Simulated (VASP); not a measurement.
# Ru (Fm-3m) in VASP: further runs

The runs below take Ru through single point, with RPBE+U.

All numbers are computed with VASP 6.6.1; they aren't measurements. Logs are shortened: lines on timing, memory, paths and dates and some standing lists are left out, and cuts for length are marked.

## Step 1: The cell of the first run

It takes space group Fm-3m (No. 225, cubic). The conventional cell has a = 3.830 Å, b = 3.830 Å, c = 3.830 Å, α = 90.00°, β = 90.00°, γ = 90.00°. Within 3.6 Å of Ru (site symmetry m-3m) lie 12 Ru at 2.71 Å.

## Step 2: Single point, RPBE+U

INCAR reads:

```
SYSTEM = Ru
PREC = Accurate
ENCUT = 520
EDIFF = 1E-7
ISMEAR = -5
SIGMA = 0.05
LREAL = .False.
LASPH = .True.
NELM = 150
ALGO = Normal
ISIF = 2
LWAVE = .False.
LCHARG = .False.
LMAXMIX = 4
LDAU = .True.
LDAUTYPE = 2
LDAUL = 2
LDAUU = 6
LDAUJ = 0
LDAUPRINT = 1
GGA = RP
NBANDS = 13
```

KPOINTS reads:

```
regular mesh
0
Gamma
  12 12 12
  0 0 0
```

POSCAR reads:

```
Ru
1.0
    0.0000000000      1.9150000000      1.9150000000
    1.9150000000      0.0000000000      1.9150000000
    1.9150000000      1.9150000000      0.0000000000
Ru
1
Direct
    0.0000000000      0.0000000000      0.0000000000
```

Potentials or basis: VASP PAW PBE potentials, release 64 (Ru_pv).

Run with:

```
$ cat potpaw_PBE.64/Ru_pv/POTCAR > POTCAR
$ mpirun -np 1 vasp_std > vasp.out
```

OUTCAR:

```text
SYSTEM = Ru
   PREC = Accurate
   ENCUT = 520
   EDIFF = 1E-7
   ISMEAR = -5
   LREAL = .False.
   LASPH = .True.
   NELM = 150
   ISIF = 2
   GGA = RP

 ion  position               nearest neighbor table
   1  0.000  0.000  0.000-

  LATTYP: Found a face centered cubic cell.
 ALAT       =     3.8300000000

  Lattice vectors:

 A1 = (   0.0000000000,   1.9150000000,   1.9150000000)
 A2 = (   1.9150000000,   0.0000000000,   1.9150000000)
 A3 = (   1.9150000000,   1.9150000000,   0.0000000000)

Analysis of symmetry for initial positions (statically):
=====================================================================
 Subroutine PRICEL returns:
 Original cell was already a primitive cell.

 Routine SETGRP: Setting up the symmetry group for a
 face centered cubic supercell.

 Subroutine GETGRP returns: Found 48 space group operations
 (whereof 48 operations were pure point group operations)
 out of a pool of 48 trial point group operations.

The static configuration has the point symmetry O_h .

Analysis of symmetry for dynamics (positions and initial velocities):
=====================================================================
 Subroutine PRICEL returns:
 Original cell was already a primitive cell.

 Routine SETGRP: Setting up the symmetry group for a
 face centered cubic supercell.

 Subroutine GETGRP returns: Found 48 space group operations
 (whereof 48 operations were pure point group operations)
 out of a pool of 48 trial point group operations.

The dynamic configuration has the point symmetry O_h .

 Subroutine INISYM returns: Found 48 space group operations
 (whereof 48 operations are pure point group operations),
 and found     1 'primitive' translations

----------------------------------------------------------------------------------------

                                     Primitive cell

[... 149 lines left out ...]
  0.0000  0.0000  0.0000  0.5462  0.0000
 -0.0000  0.0000 -0.0000  0.0000  0.6983

 occupancies and eigenvectors

  o =  0.5462  v =  1.0000  0.0000  0.0000  0.0000  0.0000  0.0000  0.0000  0.0000  0.0000  0.0000      0.0000  0.0000  0.0000  0.0000  0.0000  0.0000  0.0000  0.0000  0.0000  0.0000
  o =  0.5462  v =  0.0000  0.0000  0.0000  0.0000  0.0000  1.0000  0.0000  0.0000  0.0000  0.0000      0.0000  0.0000  0.0000  0.0000  0.0000  0.0000  0.0000  0.0000  0.0000  0.0000
  o =  0.5462  v =  0.0000  0.9624  0.0000  0.2717 -0.0000  0.0000  0.0000  0.0000  0.0000  0.0000      0.0000  0.0000  0.0000  0.0000  0.0000  0.0000  0.0000  0.0000  0.0000  0.0000
  o =  0.5462  v =  0.0000  0.0000  0.0000  0.0000  0.0000  0.0000  0.9624  0.0000  0.2717 -0.0000      0.0000  0.0000  0.0000  0.0000  0.0000  0.0000  0.0000  0.0000  0.0000  0.0000
  o =  0.5462  v =  0.0000  0.2717 -0.0000 -0.9624  0.0000  0.0000  0.0000  0.0000  0.0000  0.0000      0.0000  0.0000  0.0000  0.0000  0.0000  0.0000  0.0000  0.0000  0.0000  0.0000
  o =  0.5462  v =  0.0000  0.0000  0.0000  0.0000  0.0000  0.0000  0.2717 -0.0000 -0.9624  0.0000      0.0000  0.0000  0.0000  0.0000  0.0000  0.0000  0.0000  0.0000  0.0000  0.0000
  o =  0.6983  v =  0.0000 -0.0000  0.9844 -0.0000  0.1758  0.0000  0.0000  0.0000  0.0000  0.0000      0.0000  0.0000  0.0000  0.0000  0.0000  0.0000  0.0000  0.0000  0.0000  0.0000
  o =  0.6983  v =  0.0000  0.0000  0.0000  0.0000  0.0000  0.0000 -0.0000  0.9844 -0.0000  0.1758      0.0000  0.0000  0.0000  0.0000  0.0000  0.0000  0.0000  0.0000  0.0000  0.0000
  o =  0.6983  v =  0.0000  0.0000  0.0000  0.0000  0.0000  0.0000  0.0000 -0.1758  0.0000  0.9844      0.0000  0.0000  0.0000  0.0000  0.0000  0.0000  0.0000  0.0000  0.0000  0.0000
  o =  0.6983  v =  0.0000  0.0000 -0.1758  0.0000  0.9844  0.0000  0.0000  0.0000  0.0000  0.0000      0.0000  0.0000  0.0000  0.0000  0.0000  0.0000  0.0000  0.0000  0.0000  0.0000

 number of electron      13.9999998 magnetization

 Free energy of the ion-electron system (eV)
  ---------------------------------------------------
  ext. energy  EPLUGINS =         0.00000000
  ---------------------------------------------------
  free energy    TOTEN  =        -1.31363769 eV

  energy without entropy =       -1.31363769  energy(sigma->0) =       -1.31363769

 E-fermi :  11.6291     XC(G=0): -13.7923

 val. band max:       11.7358073217   @ k =   0.5000   0.0833   0.0000
 cond. band min:      11.6188673770   @ k =   0.2500   0.0000   0.0000
 fundamental gap:     -0.1169399447
 Fermi energy:        11.6291209045

 k-point     1 :       0.0000    0.0000    0.0000
  band No.  band energies     occupation
      1     -29.9938      2.00000
      2     -29.9938      2.00000
      3     -29.9938      2.00000
      4       4.5626      2.00000
      5       9.6250      2.00000
      6       9.6250      2.00000
      7       9.6250      2.00000
      8      11.0978      2.00000
      9      11.0978      2.00000
     10      23.2774      0.00000
     11      27.2386      0.00000
     12      32.9003      0.00000
     13      32.9003      0.00000
[... 354 lines left out ...]
  band No.  band energies     occupation
      1     -30.8682      2.00000
      2     -30.3008      2.00000
      3     -30.1598      2.00000
      4       7.0644      2.00000
      5       8.2697      2.00000
      6       9.6647      2.00000
      7      10.6093      2.01684
      8      13.1412      0.00000
      9      16.9201      0.00000
     10      21.8508      0.00000
     11      23.2776      0.00000
     12      27.9432      0.00000
     13      30.9133      0.00000

 [... further k-points ...]

------------------------ aborting loop because EDIFF is reached ----------------------------------------

  FORCE on cell =-STRESS in cart. coord.  units (eV):
  Direction    XX          YY          ZZ          XY          YZ          ZX
  --------------------------------------------------------------------------------------
  -------------------------------------------------------------------------------------
  Total       -0.4143276     -0.4143276     -0.4143276      0.0000000      0.0000000      0.0000000
  in kB      -47.2626508    -47.2626508    -47.2626508      0.0000000      0.0000000      0.0000000
  external PRESSURE =     -47.2626508 kB  Pullay stress =       0.0000000 kB

 VOLUME and BASIS-vectors are now :
 -----------------------------------------------------------------------------
  energy-cutoff  :      520.00
  volume of cell :       14.05
      direct lattice vectors                 reciprocal lattice vectors
     0.000000000  1.915000000  1.915000000    -0.261096606  0.261096606  0.261096606
     1.915000000  0.000000000  1.915000000     0.261096606 -0.261096606  0.261096606
     1.915000000  1.915000000  0.000000000     0.261096606  0.261096606 -0.261096606

 POSITION                                       TOTAL-FORCE (eV/Angst)
 -----------------------------------------------------------------------------------
      0.00000      0.00000      0.00000         0.000000      0.000000      0.000000
 -----------------------------------------------------------------------------------
    total drift:                                0.000000      0.000000      0.000000

  FREE ENERGIE OF THE ION-ELECTRON SYSTEM (eV)
  ---------------------------------------------------
  free  energy   TOTEN  =        -1.3136376926 eV

  energy  without entropy=       -1.3136376926  energy(sigma->0) =       -1.31363769
```

stdout:

```text
POSCAR found type information on POSCAR Ru
 POSCAR found :  1 types and       1 ions
 scaLAPACK will be used
 -----------------------------------------------------------------------------
|                                                                             |
[... 23 lines left out ...]
|     occupations, so forces and stress will be inaccurate. We suggest        |
|     using a different smearing scheme ISMEAR = 1 or 2 for metals in         |
|     relaxations.                                                            |
|                                                                             |
 -----------------------------------------------------------------------------
```

Wall time 23 s (1 thread of Intel Xeon Platinum 8259CL at 2.50GHz (Skylake/Cascade Lake), shared host); peak memory 0.13 GiB.

Results:

```yaml
Free_energy: -1.3136 eV
Pressure: -4.7 GPa
Band_gap_on_the_k_mesh: zero (band 7 reaches 14.23 eV, above the bottom of band 8 at 10.45 eV)
```

Levels at points of the mesh, in eV from the Fermi level:
| k point | band 4 | band 5 | band 6 | band 7 | band 8 | band 9 | band 10 | band 11 |
| --- | --- | --- | --- | --- | --- | --- | --- | --- |
| (0.00, 0.00, 0.00) | -7.07 | -2.00 | -2.00 | -2.00 | -0.53 | -0.53 | 11.65 | 15.61 |
| (0.50, 0.00, 0.00) | -5.34 | -2.64 | -2.64 | 1.65 | 1.80 | 1.80 | 10.26 | 11.65 |
| (0.50, 0.50, 0.00) | -6.27 | -5.20 | 1.19 | 2.60 | 2.60 | 4.18 | 11.65 | 13.46 |

Eigenvalues of the final occupation matrices:
```
    site  spin  trace               eigenvalues
site 1 d     1   3.04  0.55 0.55 0.55 0.70 0.70
site 1 d     2   3.04  0.55 0.55 0.55 0.70 0.70
```

Caveat: the PAW data sets were made with another functional, which shifts forces and pressure a little; U without spin polarisation on a metal has little footing; the U is typed as a test and isn't derived for this compound; tetrahedron occupations give inexact forces and stress in metals.

## Step 3: Single point, RPBE+U (volume scaled by 1.02)

INCAR reads:

```
ALGO     = Normal         # electronic algorithm
EDIFF    = 1E-7           # SCF threshold, eV
ENCUT    = 520            # plane-wave cutoff, eV
GGA      = RP             # functional
ISIF     = 2              # what is computed and relaxed
ISMEAR   = -5             # smearing method
LASPH    = True           # aspherical terms in the spheres
LCHARG   = True           # write CHGCAR
LDAU     = True           # DFT+U
LDAUJ    = 0            
LDAUL    = 2              # shell
LDAUPRINT= 1            
LDAUTYPE = 2            
LDAUU    = 6              # U, eV
LELF     = True           # ELF
LMAXMIX  = 4              # l up to which the mixer works
LREAL    = False          # projectors in reciprocal space
LVHAR    = True         
LWAVE    = False          # write WAVECAR
NBANDS   = 13             # bands
NELM     = 150            # most SCF steps
PREC     = Accurate       # precision mode
SIGMA    = 0.05           # smearing width, eV
```

KPOINTS reads:

```
k-points
0
Gamma
  12 12 12
```

POSCAR reads:

```
Ru
1.0
    0.0000000000      1.9276824888      1.9276824888
    1.9276824888      0.0000000000      1.9276824888
    1.9276824888      1.9276824888      0.0000000000
Ru
1
Direct
    0.0000000000      0.0000000000      0.0000000000
```

Potentials or basis: VASP PAW PBE potentials, release 64 (Ru_pv).

Run with:

```
$ cat potpaw_PBE.64/Ru_pv/POTCAR > POTCAR
$ mpirun -np 1 vasp_std > vasp.out
```

Run time: 17 s. Hardware: 1 thread of Intel Xeon Platinum 8259CL at 2.50GHz (Skylake/Cascade Lake), shared host; peak memory 0.13 GiB.

It converged, with:

- Free energy: -1.3011 eV
- Pressure: -8.7 GPa
- Band gap on the k mesh: zero (band 7 reaches 13.88 eV, above the bottom of band 8 at 10.22 eV)

Levels at points of the mesh, in eV from the Fermi level:
```csv
k point,band 5,band 6,band 7,band 8,band 9,band 10
"(0.00, 0.00, 0.00)",-1.87,-1.87,-1.87,-0.58,-0.58,11.69
"(0.50, 0.00, 0.00)",-2.58,-2.58,1.64,1.78,1.78,10.06
"(0.50, 0.50, 0.00)",-4.98,1.09,2.60,2.60,4.12,11.69
```

Eigenvalues of the final occupation matrices:
| site | spin | trace | eigenvalues |
| --- | --- | --- | --- |
| site 1 d | 1 | 3.02 | 0.54 0.54 0.54 0.71 0.71 |
| site 1 d | 2 | 3.02 | 0.54 0.54 0.54 0.71 0.71 |

Caveat: the PAW data sets were made with another functional, which shifts forces and pressure a little; U without spin polarisation on a metal has little footing; the U is typed as a test and isn't derived for this compound; tetrahedron occupations give inexact forces and stress in metals.
